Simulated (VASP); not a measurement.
A run of VASP 6.6.1:

The input INCAR:

```
  PREC = Accurate
  ENCUT = 520
  EDIFF = 1E-6
  ISMEAR = 0
  SIGMA = 0.1
  LREAL = F
  LASPH = T
  NELM = 100
  ALGO = Normal
  ISIF = 2
  LWAVE = F
  LCHARG = F
  GGA = PE
  NBANDS = 10
```

File KPOINTS:

```
Automatic mesh
0
Gamma
  18 18 14
```

File POSCAR:

```
Al
1.0
    2.0208104607      2.0208104607      0.0000000000
   -2.0208104607      2.0208104607      0.0000000000
    0.0000000000      0.0000000000      4.0416209214
Al
2
Direct
    0.0000000000      0.0000000000      0.0000000000
    0.5000000000      0.5000000000      0.5000000000
```

Potentials or basis: VASP PAW PBE potentials, release 64 (Al).

Command:

```bash
$ cat potpaw_PBE.64/Al/POTCAR > POTCAR
$ mpirun -np 1 vasp_std > vasp.out
```

Hardware: 1 thread of Intel(R) Xeon(R) 6975P-C (Granite Rapids), with other jobs on the host.

Task: How long does it take, and how much memory?

Result: Wall time 30 s on 1 thread of Intel(R) Xeon(R) 6975P-C (Granite Rapids) (shared host), peak memory 0.23 GiB. Counts: scf iterations 11, k points 440.
